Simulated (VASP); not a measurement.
# BaTiO3 (P4mm) in VASP: notebook

The runs below take BaTiO3 through single point, with r2SCAN, RPBE, PBE, BLYP.

Program: VASP 6.6.1. These are calculated values, not measurements. Logs are shortened: lines on timing, memory, paths and dates and some standing lists are left out, and cuts for length are marked.

## (1) The cell of the first run

It takes space group P4mm (No. 99, tetragonal). The conventional cell has a = 4.000 Å, b = 4.000 Å, c = 4.018 Å, α = 90.00°, β = 90.00°, γ = 90.00°. Within 3.7 Å of Ba (site symmetry 4mm) lie 12 O at 2.79 to 2.88 Å and 8 Ti at 3.45 to 3.49 Å. Ti (site symmetry 4mm) has 6 O at 1.89 to 2.13 Å within 2.5 Å. Within 2.5 Å of O (site symmetry 4mm) lie 2 Ti at 1.89 to 2.13 Å. Within 2.7 Å of O (site symmetry 2mm) lie 2 Ti at 2.00 Å.

## (2) Single point, r2SCAN

Contents of POSCAR:

```
BaTiO3
1.0
    3.9998000000      0.0000000000      0.0000000000
    0.0000000000      3.9998000000      0.0000000000
    0.0000000000      0.0000000000      4.0180000000
Ba Ti O
1 1 3
Direct
    0.0000000000      0.0000000000      0.0000000000
    0.5000000000      0.5000000000      0.4900000000
    0.5000000000      0.5000000000      0.0190000000
    0.5000000000      0.0000000000      0.5170000000
    0.0000000000      0.5000000000      0.5170000000
```

Contents of INCAR.step1:

```
ALGO = Normal
EDIFF = 1E-4
ENCUT = 520
GGA = PE
ISMEAR = 0
LASPH = True
LCHARG = False
LREAL = False
LWAVE = True
NBANDS = 28
NELM = 60
PREC = Accurate
SIGMA = 0.01
```

Contents of INCAR.step2:

```
ALGO = Normal
EDIFF = 1E-6
ENCUT = 520
ISIF = 2
ISMEAR = 0
ISTART = 1
LASPH = True
LCHARG = True
LELF = True
LMIXTAU = True
LREAL = False
LVHAR = True
LWAVE = False
METAGGA = R2SCAN
NBANDS = 28
NELM = 60
PREC = Accurate
SIGMA = 0.01
```

Contents of KPOINTS:

```
k-points
0
Gamma
  4 4 4
```

Potentials or basis: VASP PAW PBE potentials, release 64 (Ba_sv, Ti_sv, O).

Started as:

```
> cat potpaw_PBE.64/Ba_sv/POTCAR potpaw_PBE.64/Ti_sv/POTCAR potpaw_PBE.64/O/POTCAR > POTCAR
> cp INCAR.step1 INCAR
> mpirun -np 1 vasp_std > vasp.out
> cp INCAR.step2 INCAR
> mpirun -np 1 vasp_std > vasp.out
```

OUTCAR:

```text
EDIFF = 1E-6
   ENCUT = 520
   ISIF = 2
   ISMEAR = 0
   ISTART = 1
   LASPH = True
   LREAL = False
   METAGGA = R2SCAN
   NELM = 60
   PREC = Accurate

 ion  position               nearest neighbor table
   1  0.000  0.000  0.000-   4 2.79   5 2.79   5 2.79   4 2.79   3 2.83   3 2.83   3 2.83   3 2.83
                             4 2.88   5 2.88   5 2.88   4 2.88   2 3.45   2 3.45   2 3.45   2 3.45
   2  0.500  0.500  0.490-   3 1.89   4 2.00   5 2.00   4 2.00   5 2.00   3 2.13   1 3.45   1 3.45
                             1 3.45   1 3.45   1 3.49   1 3.49   1 3.49   1 3.49
   3  0.500  0.500  0.019-   2 1.89   2 2.13   1 2.83   1 2.83   1 2.83   1 2.83
   4  0.500  0.000  0.517-   2 2.00   2 2.00   1 2.79   1 2.79   1 2.88   1 2.88
   5  0.000  0.500  0.517-   2 2.00   2 2.00   1 2.79   1 2.79   1 2.88   1 2.88

  LATTYP: Found a simple tetragonal cell.
 ALAT       =     3.9998000000
 C/A-ratio  =     1.0045502275

  Lattice vectors:

 A1 = (   3.9998000000,   0.0000000000,   0.0000000000)
 A2 = (   0.0000000000,   3.9998000000,   0.0000000000)
 A3 = (   0.0000000000,   0.0000000000,   4.0180000000)

Analysis of symmetry for initial positions (statically):
=====================================================================
 Subroutine PRICEL returns:
 Original cell was already a primitive cell.

 Routine SETGRP: Setting up the symmetry group for a
 simple tetragonal supercell.

 Subroutine GETGRP returns: Found  8 space group operations
 (whereof  8 operations were pure point group operations)
 out of a pool of 16 trial point group operations.

The static configuration has the point symmetry C_4v.

Analysis of symmetry for dynamics (positions and initial velocities):
=====================================================================
 Subroutine PRICEL returns:
 Original cell was already a primitive cell.

 Routine SETGRP: Setting up the symmetry group for a
 simple tetragonal supercell.

 Subroutine GETGRP returns: Found  8 space group operations
 (whereof  8 operations were pure point group operations)
 out of a pool of 16 trial point group operations.

The dynamic configuration has the point symmetry C_4v.

 Subroutine INISYM returns: Found  8 space group operations
 (whereof  8 operations are pure point group operations),
 and found     1 'primitive' translations

----------------------------------------------------------------------------------------

                                     Primitive cell

  volume of cell :      64.2816

  direct lattice vectors                    reciprocal lattice vectors
     3.999800000  0.000000000  0.000000000     0.250012501  0.000000000  0.000000000
     0.000000000  3.999800000  0.000000000     0.000000000  0.250012501  0.000000000
     0.000000000  0.000000000  4.018000000     0.000000000  0.000000000  0.248880040

  length of vectors
     3.999800000  3.999800000  4.018000000     0.250012501  0.250012501  0.248880040

  position of ions in fractional coordinates (direct lattice)
     0.000000000  0.000000000  0.000000000
     0.500000000  0.500000000  0.490000000
     0.500000000  0.500000000  0.019000000
     0.500000000  0.000000000  0.517000000
     0.000000000  0.500000000  0.517000000

  ion indices of the primitive-cell ions
   primitive index   ion index
                 1           1
                 2           2
                 3           3
                 4           4
                 5           5

----------------------------------------------------------------------------------------

 KPOINTS: k-points

Automatic generation of k-mesh.
 Grid dimensions read from file:
 generate k-points for:    4    4    4

 Generating k-lattice:

  Cartesian coordinates                     Fractional coordinates (reciprocal lattice)
     0.062503125  0.000000000  0.000000000     0.250000000  0.000000000  0.000000000
     0.000000000  0.062503125  0.000000000     0.000000000  0.250000000  0.000000000
     0.000000000  0.000000000  0.062220010     0.000000000  0.000000000  0.250000000

  Length of vectors
     0.062503125  0.062503125  0.062220010

  Shift w.r.t. Gamma in fractional coordinates (k-lattice)
     0.000000000  0.000000000  0.000000000

 Subroutine IBZKPT returns following result:
 ===========================================

 Found     18 irreducible k-points:

 Following reciprocal coordinates:
            Coordinates               Weight
  0.000000  0.000000  0.000000      1.000000
  0.250000  0.000000  0.000000      4.000000
  0.500000  0.000000  0.000000      2.000000
  0.250000  0.250000  0.000000      4.000000
  0.500000  0.250000  0.000000      4.000000
  0.500000  0.500000  0.000000      1.000000
[... 10 lines left out ...]
  0.500000  0.250000  0.500000      4.000000
  0.500000  0.500000  0.500000      1.000000
   k-points           NKPTS =     18   k-points in BZ     NKDIM =     18   number of bands    NBANDS=     28
   number of dos      NEDOS =    301   number of ions     NIONS =      5
   total plane-waves  NPLWV =  27000
   dimension x,y,z NGX =    30 NGY =   30 NGZ =   30
   dimension x,y,z NGXF=    60 NGYF=   60 NGZF=   60
   ions per type =               1   1   3
   NGX,Y,Z   is equivalent  to a cutoff of  12.47, 12.47, 12.41 a.u.
   NGXF,Y,Z  is equivalent  to a cutoff of  24.94, 24.94, 24.83 a.u.
 SYSTEM =  unknown system
   PREC   = accura    normal or accurate (medium, high low for compatibility)
   ISTART =      1    job   : 0-new  1-cont  2-samecut
   ICHARG =      0    charge: 1-file 2-atom 10-const
   ISPIN  =      1    spin polarized calculation?
   LNONCOLLINEAR =      F non collinear calculations
   LSORBIT =      F    spin-orbit coupling
   LASPH  =      T    aspherical Exc in radial PAW
   ENCUT  =  520.0 eV  38.22 Ry    6.18 a.u.   7.44  7.44  7.47*2*pi/ulx,y,z
   NELM   =     60;   NELMIN=  2; NELMDL=  0     # of ELM steps
   EDIFF  = 0.1E-05   stopping-criterion for ELM
   LREAL  =      F    real-space projection
   EDIFFG = 0.1E-04   stopping-criterion for IOM
   NSW    =      0    number of steps for IOM
   IBRION =     -1    ionic relax: 0-MD 1-quasi-New 2-CG
   NFREE  =      0    steps in history (QN), initial steepest desc. (CG)
   ISIF   =      2    stress and relaxation
   ISYM   =      2    0-nonsym 1-usesym 2-fastsym
   POTIM  = 0.5000    time-step for ionic-motion
   TEBEG  =    0.0;   TEEND  =   0.0 temperature during run
   PSTRESS=    0.0 pullay stress
   NELECT =      40.0000    total number of electrons
   NUPDOWN=      -1.0000    fix difference up-down
   EMIN   =  10.00;   EMAX   =-10.00  energy-range for DOS
   EFERMI =   0.00;   METHOD = LEGACY
   ISMEAR =     0;   SIGMA  =   0.01  broadening in eV -4-tet -1-fermi 0-gaus
   EFERMI_NEDOS =   21; number of points for ismear=-14 and -15
   IALGO  =     38    algorithm
   IMIX   =      4    mixing-type and parameters
     AMIX     =   0.40;   BMIX     =  1.00
     AMIX_MAG =   1.60;   BMIX_MAG =  1.00
  volume/ion in A,a.u.               =      12.86        86.76
  Fermi-wavevector in a.u.,A,eV,Ry     =   1.397653  2.641181 26.578078  1.953434
  Thomas-Fermi vector in A             =   2.520888
   LORBIT       =      0    0 simple, 1 ext, 2 COOP (PROOUT), +10 PAW based schemes
   METAGGA = R2SCAN    functional components
   LHFCALC =     F    Hartree Fock is set to
   AEXX    =    0.0000 exact exchange contribution
   IVDW    =     0    specifies the selected vdW correction
   LEPSILON=     F    determine dielectric tensor
   LRPA    =     F    only Hartree local field effects (RPA)
 non-spin polarized calculation
 Gauss-broadening in eV      SIGMA  =   0.01
  energy-cutoff  :      520.00
  volume of cell :       64.28
 maximum number of plane-waves:      1755
 NGX is ok and might be reduce to    30
   NGX = 15   NGY = 15   NGZ = 15

 number of electron      39.9999977 magnetization

 Free energy of the ion-electron system (eV)
  ---------------------------------------------------
  ext. energy  EPLUGINS =         0.00000000
  ---------------------------------------------------
  free energy    TOTEN  =       -74.23472690 eV

  energy without entropy =      -74.23472690  energy(sigma->0) =      -74.23472690

 E-fermi :   3.6676     XC(G=0): -11.9006

 val. band max:        3.5482984205   @ k =   0.5000   0.5000   0.5000
 cond. band min:       5.7023609940   @ k =   0.0000   0.0000   0.0000
 fundamental gap:      2.1540625736
 Fermi energy:         3.6675571494

 k-point     1 :       0.0000    0.0000    0.0000
  band No.  band energies     occupation
      1     -55.3068      2.00000
      2     -30.4945      2.00000
      3     -30.4631      2.00000
      4     -30.4631      2.00000
      5     -21.9728      2.00000
      6     -14.3439      2.00000
[... 20 lines left out ...]
     27       9.1437      0.00000
     28      11.7643      0.00000

 k-point     2 :       0.2500    0.0000    0.0000
  band No.  band energies     occupation
      1     -55.3062      2.00000
      2     -30.4938      2.00000
      3     -30.4919      2.00000
      4     -30.4621      2.00000
      5     -21.9090      2.00000
      6     -14.4246      2.00000
[... 20 lines left out ...]
     27      10.2493      0.00000
     28      12.5466      0.00000

 k-point     3 :       0.5000    0.0000    0.0000
  band No.  band energies     occupation
      1     -55.3056      2.00000
      2     -30.5211      2.00000
      3     -30.4924      2.00000
      4     -30.4611      2.00000
      5     -21.8432      2.00000
      6     -14.5807      2.00000
[... 20 lines left out ...]
     27      11.7509      0.00000
     28      12.4005      0.00000

 k-point     4 :       0.2500    0.2500    0.0000
  band No.  band energies     occupation
      1     -55.3057      2.00000
      2     -30.4931      2.00000
      3     -30.4907      2.00000
      4     -30.4905      2.00000
      5     -21.8565      2.00000
      6     -14.3345      2.00000
[... 392 lines left out ...]
     27      12.3667      0.00000
     28      12.5273      0.00000

 k-point    17 :       0.5000    0.2500    0.5000
  band No.  band energies     occupation
      1     -55.3040      2.00000
      2     -30.5455      2.00000
      3     -30.5167      2.00000
      4     -30.4875      2.00000
      5     -21.7312      2.00000
      6     -13.7382      2.00000
[... 20 lines left out ...]
     27      12.2652      0.00000
     28      12.3961      0.00000

 k-point    18 :       0.5000    0.5000    0.5000
  band No.  band energies     occupation
      1     -55.3035      2.00000
      2     -30.5442      2.00000
      3     -30.5155      2.00000
      4     -30.5155      2.00000
      5     -21.6967      2.00000
      6     -13.5380      2.00000
[... 20 lines left out ...]
     27      11.5856      0.00000
     28      11.8101      0.00000

------------------------ aborting loop because EDIFF is reached ----------------------------------------

  FORCE on cell =-STRESS in cart. coord.  units (eV):
  Direction    XX          YY          ZZ          XY          YZ          ZX
  --------------------------------------------------------------------------------------
  -------------------------------------------------------------------------------------
  Total        0.3427239      0.3427239      0.7464727      0.0000000     -0.0000000      0.0000000
  in kB        8.5421745      8.5421745     18.6053590      0.0000000     -0.0000000      0.0000000
  external PRESSURE =      11.8965693 kB  Pullay stress =       0.0000000 kB

 VOLUME and BASIS-vectors are now :
 -----------------------------------------------------------------------------
  energy-cutoff  :      520.00
  volume of cell :       64.28
      direct lattice vectors                 reciprocal lattice vectors
     3.999800000  0.000000000  0.000000000     0.250012501  0.000000000  0.000000000
     0.000000000  3.999800000  0.000000000     0.000000000  0.250012501  0.000000000
     0.000000000  0.000000000  4.018000000     0.000000000  0.000000000  0.248880040

 POSITION                                       TOTAL-FORCE (eV/Angst)
 -----------------------------------------------------------------------------------
      0.00000      0.00000      0.00000         0.000000      0.000000      0.083754
      1.99990      1.99990      1.96882         0.000000     -0.000000     -0.154928
      1.99990      1.99990      0.07634         0.000000      0.000000      0.329380
      1.99990      0.00000      2.07731         0.000000     -0.000000     -0.129103
      0.00000      1.99990      2.07731         0.000000      0.000000     -0.129103
 -----------------------------------------------------------------------------------
    total drift:                                0.000000      0.000000     -0.001558

  FREE ENERGIE OF THE ION-ELECTRON SYSTEM (eV)
  ---------------------------------------------------
  free  energy   TOTEN  =       -74.2347269021 eV

  energy  without entropy=      -74.2347269021  energy(sigma->0) =      -74.23472690
```

Run time: 91 s. Hardware: 1 thread of Intel Xeon Platinum 8488C (Sapphire Rapids), shared host; peak memory 0.19 GiB.

Results:

```
Free energy            : -74.2347 eV
Pressure               : 1.2 GPa
Largest force          : 0.329 eV/Å
Band gap on the k mesh : 2.15 eV, indirect (least direct gap 2.45 eV)
```

Forces in eV/Å, atoms in the order of the input:
```
Ba   0.000  0.000  0.084
Ti   0.000  0.000 -0.155
O    0.000  0.000  0.329
O    0.000  0.000 -0.129
O    0.000  0.000 -0.129
```

Stress tensor (GPa, compression positive):
```
0.85 0.00 0.00
0.00 0.85 0.00
0.00 0.00 1.86
```

Levels at points of the mesh, in eV from the valence-band top:
```tsv
k point	band 16	band 17	band 18	band 19	band 20	band 21	band 22	band 23	band 24	band 25
(0.00, 0.00, 0.00)	-1.26	-1.17	-0.32	-0.30	-0.30	2.15	2.36	2.36	4.23	4.33
(0.50, 0.00, 0.00)	-1.95	-1.83	-1.73	-0.97	-0.88	2.49	3.84	3.88	4.29	6.23
(0.50, 0.50, 0.00)	-2.72	-1.83	-0.99	-0.99	-0.09	3.89	3.89	4.31	5.02	8.04
(0.00, 0.00, 0.50)	-1.95	-1.95	-1.95	-0.74	-0.74	2.30	3.91	3.91	4.23	6.37
(0.50, 0.00, 0.50)	-2.67	-1.78	-0.92	-0.91	-0.17	3.87	3.92	4.29	5.13	8.02
(0.50, 0.50, 0.50)	-2.47	-2.44	-0.09	-0.09	0.00	4.53	4.53	4.54	7.18	7.38
```

Caveat: the PAW data sets were made with another functional, which shifts forces and pressure a little; spin-orbit coupling is left out, which moves the levels of the heavy elements.

(Part 1 of 4 ends here.)
